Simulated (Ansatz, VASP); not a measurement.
**One calculation of Sn, two programs**

The input INCAR:

```
SYSTEM = Sn
PREC = Accurate
ENCUT = 520
EDIFF = 1E-6
ISMEAR = 0
SIGMA = 0.1
LREAL = .False.
LASPH = .True.
NELM = 100
ALGO = Normal
ISIF = 2
LWAVE = .False.
LCHARG = .True.
LDIPOL = .True.
IDIPOL = 3
DIPOL = 0.5 0.5 0.500
GGA = PS
LELF = .True.
LVHAR = .True.
LVACPOTAV = .True.
NBANDS = 43
```

Contents of KPOINTS:

```
Automatic mesh
0
Gamma
  8 8 1
  0 0 0
```

The input POSCAR:

```
Sn
1.0
    4.6255804284      0.0000000000      0.0000000000
    0.0000000000      4.6255804284      0.0000000000
    0.0000000000      0.0000000000     21.5415585756
Sn
5
Direct
    0.0000000000      0.0000000000      0.3481642228
    0.5000000000      0.0000000000      0.4240821114
    0.5000000000      0.5000000000      0.5000000000
    0.0000000000      0.5000000000      0.5759178886
    0.0000000000      0.0000000000      0.6518357772
```

Input for Ansatz:

```yaml
crystal:
  lattice:
    - [4.6255804284, 0.0, 0.0]
    - [0.0, 4.6255804284, 0.0]
    - [0.0, 0.0, 21.5415585756]
  atoms:
    - { symbol: Sn, position: [0.0, 0.0, 0.3481642228] }
    - { symbol: Sn, position: [0.5, 0.0, 0.4240821114] }
    - { symbol: Sn, position: [0.5, 0.5, 0.5] }
    - { symbol: Sn, position: [0.0, 0.5, 0.5759178886] }
    - { symbol: Sn, position: [0.0, 0.0, 0.6518357772] }
basis:
  ecutwfc: 420
kpoints:
  mp_grid: { grid: [8, 8, 1] }
hamiltonian:
  xc: pbesol
scf:
  occupations: { method: gaussian, width: 0.1 }
output:
  forces: true
  stress: true
  eigenvalues: true
  write_density: true
  write_potential: true
  elf: true
  volumetric_format: npy
efield:
  axis: 3
  dipole_correction: true
  ramp_width: 0.04
```

Alike in both runs: task single point; functional PBEsol; k mesh 8 × 8 × 1; occupations gaussian, width 0.1 eV; no spin polarisation.

|  | VASP | Ansatz |
| --- | --- | --- |
| version | VASP 6.6.1 | Ansatz 0.2.0 |
| potentials or method | VASP PAW PBE potentials, release 64 (Sn_d), cutoff 520 eV | scalar-relativistic, plane waves, PAW |
| valence electrons in the cell | 70 | 70 |

```csv
,VASP,Ansatz,Ansatz less VASP
gap on the k mesh at the Fermi level (eV),none,none,-
rms of the force components (eV/Å),0.018,0.018,+0.0002
"work function, face that differs most (eV)",4.56,4.56,+0.001
```

VASP's potentials were made for PBE, not for PBEsol. Atom by atom the forces differ by 0.001 eV/Å (rms over components). A gap of «none» marks a metal or a gap that the smearing closes. The functional is the same, so the differences come from potentials, cutoffs and numerics. Ansatz's warnings: xc potential rough in thin density.
